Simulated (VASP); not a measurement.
Fe:

```
Fe
1.0
    -1.39354    1.39354    1.39354
     1.39354   -1.39354    1.39354
     1.39354    1.39354   -1.39354
Fe
1
Direct
  0.00000 0.00000 0.00000
```

Base run:

```yaml
Program: VASP 6.6.1
Functional: PBEsol
Potentials_or_basis: VASP PAW PBE potentials, release 64 (Fe)
Cutoff: 520 eV
k_mesh: 15 × 15 × 15
Occupations: fermi-dirac, width 0.05 eV
Spin: collinear spin, ferromagnetic start
Starting_moments: "[2.2] μB"
```

Its results: pressure 0.2 GPa; net moment 2.12 μB per cell; site moments Fe +2.10 μB.

Task: The run is repeated on the same cell with these changes: functional from PBEsol to r2SCAN; further incar settings from ALGO = Normal; EDIFF = 1e-06; NBANDS = 14 to ALGO = Normal; EDIFF = 1e-07; NBANDS = 14. What comes out?

Result: Pressure 17.5 GPa; net moment 2.55 μB per cell; site moments Fe +2.59 μB.

Caveats: the PAW data sets were made with another functional, which shifts forces and pressure a little.
